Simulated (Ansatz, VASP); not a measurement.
## Ta: VASP beside Ansatz

File INCAR:

```
PREC = Accurate
ENCUT = 520
EDIFF = 1E-7
ISMEAR = 0
SIGMA = 0.15
LREAL = F
LASPH = T
NELM = 60
ALGO = Fast
ISIF = 2
LWAVE = F
LCHARG = F
GGA = PS
NBANDS = 12
```

File KPOINTS:

```
Automatic mesh
0
Gamma
  22 22 22
```

The input POSCAR:

```
Ta
1.0
   -1.6354995843      1.6354995843      1.5177436143
    1.6354995843     -1.6354995843      1.5177436143
    1.6354995843      1.6354995843     -1.5177436143
Ta
1
Direct
    0.0000000000      0.0000000000      0.0000000000
```

Input for Ansatz:

```yaml
crystal:
  lattice:
    - [-1.6354995843, 1.6354995843, 1.5177436143]
    - [1.6354995843, -1.6354995843, 1.5177436143]
    - [1.6354995843, 1.6354995843, -1.5177436143]
  atoms:
    - { symbol: Ta, position: [0.0, 0.0, 0.0] }
basis:
  ecutwfc: 420
kpoints:
  mp_grid: { grid: [22, 22, 22] }
hamiltonian:
  xc: pbesol
  pseudopotentials: { kind: paw, azcp: { folder: soft_1 } }
scf:
  occupations: { method: gaussian, width: 0.15 }
output:
  forces: true
  stress: true
  eigenvalues: true
```

Alike in both runs: task single point; functional PBEsol; k mesh 22 × 22 × 22; occupations gaussian, width 0.15 eV; no spin polarisation.

|  | VASP | Ansatz |
| --- | --- | --- |
| version | VASP 6.6.1 | Ansatz 0.2.0 |
| potentials or method | VASP PAW PBE potentials, release 64 (Ta_pv), cutoff 520 eV | scalar-relativistic, plane waves, PAW |
| valence electrons in the cell | 11 | 13 |

VASP gave:

```
gap on the k mesh at the Fermi level (eV)                     : none
pressure (GPa)                                                : 21.3
traceless stress, the component that is largest in VASP (GPa) : 5.88
```

Estimate Ansatz's values.

gap on the k mesh at the Fermi level (eV): none; pressure (GPa): 20.8; traceless stress, the component that is largest in VASP (GPa): 5.89.

VASP's potentials were made for PBE, not for PBEsol, and Ansatz warns of the same on its side. A gap of «none» marks a metal or a gap that the smearing closes. With one functional, cell and mesh, what is left measures potentials, basis and numerics. VASP's potentials hold 11 valence electrons a cell and Ansatz's 13, so a difference there can come from the potentials and not from the codes.

Spin-orbit coupling is off throughout.
